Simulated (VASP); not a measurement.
A run of VASP 6.6.1 is set up as follows.

File INCAR:

```
SYSTEM = P
PREC = Accurate ; ENCUT = 520
EDIFF = 1E-6 ; ISMEAR = 0
SIGMA = 0.05 ; LREAL = .FALSE.
LASPH = .TRUE. ; NELM = 100
ALGO = Normal ; ISIF = 2
LWAVE = .FALSE. ; LCHARG = .FALSE.
GGA = PS ; NBANDS = 18
```

Contents of KPOINTS:

```
regular mesh
0
G
  8 1 6
  0 0 0
```

Contents of POSCAR:

```
P
1.0
    3.2837277200      0.0000000000      0.0000000000
    0.0000000000     34.8570309900      0.0000000000
    0.0000000000      0.0000000000      4.5394430158
P
4
Direct
    0.0000000000      0.9702614300      0.5921507200
    0.0000000000      0.0297385700      0.4078492800
    0.5000000000      0.0297385700      0.0921507200
    0.5000000000      0.9702614300      0.9078492800
```

Potentials or basis: VASP PAW PBE potentials, release 64 (P).

Run with:

```sh
$ cat potpaw_PBE.64/P/POTCAR > POTCAR
$ mpirun -np 1 vasp_std > vasp.out
```

**Question.** What does it give for the band gap on the k mesh?

**Answer.** 0.78 eV.

**Question.** Predict the largest force.

**Answer.** 0.570 eV/Å.

Forces on the atoms (eV/Å):
```
P    0.000 -0.096 -0.562
P    0.000  0.096  0.562
P    0.000  0.096 -0.562
P    0.000 -0.096  0.562
```

Caveat: the cell differs from its parent crystal (strain -0.0200 x Voigt [0, 0, 1, 0, 0, 0]); there is no dipole correction, which matters where the two faces differ; the PAW data sets were made with another functional, which shifts forces and pressure a little.
